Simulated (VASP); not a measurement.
Here is a VASP 6.6.1 calculation.

File POSCAR:

```
GaN
1.0
    0.0000000000      2.3661756379      2.3661756379
    2.3661756379      0.0000000000      2.3661756379
    2.3661756379      2.3661756379      0.0000000000
Ga N
1 1
Direct
    0.0000000000      0.0000000000      0.0000000000
    0.7500000000      0.7500000000      0.7500000000
```

The input INCAR.step1:

```
  PREC = Accurate
  ENCUT = 520
  ISMEAR = 0
  SIGMA = 0.05
  LREAL = F
  LASPH = T
  NELM = 100
  NBANDS = 16
  GGA = PE
  ALGO = Normal
  EDIFF = 1E-4
  LWAVE = T
  LCHARG = F
```

File INCAR.step2:

```
  PREC = Accurate
  ENCUT = 520
  EDIFF = 1E-6
  ISMEAR = 0
  SIGMA = 0.05
  LREAL = F
  LASPH = T
  NELM = 100
  ALGO = Normal
  ISIF = 2
  LWAVE = F
  LCHARG = F
  METAGGA = R2SCAN
  LMIXTAU = T
  NBANDS = 16
  ISTART = 1
```

The input KPOINTS:

```
Automatic mesh
0
Gamma
  10 10 10
```

Potentials or basis: VASP PAW PBE potentials, release 64 (Ga_d, N).

Launch:

```bash
$ cat potpaw_PBE.64/Ga_d/POTCAR potpaw_PBE.64/N/POTCAR > POTCAR
$ cp INCAR.step1 INCAR
$ mpirun -np 1 vasp_std > vasp.out
$ cp INCAR.step2 INCAR
$ mpirun -np 1 vasp_std > vasp.out
```

What does it give for the band gap on the k mesh?

1.15 eV, direct.

Estimate the pressure.

-20.8 GPa.

Caveat: the cell differs from its parent crystal (strain +0.050 along x and y, +0.050 along z); the PAW data sets were made with another functional, which shifts forces and pressure a little.
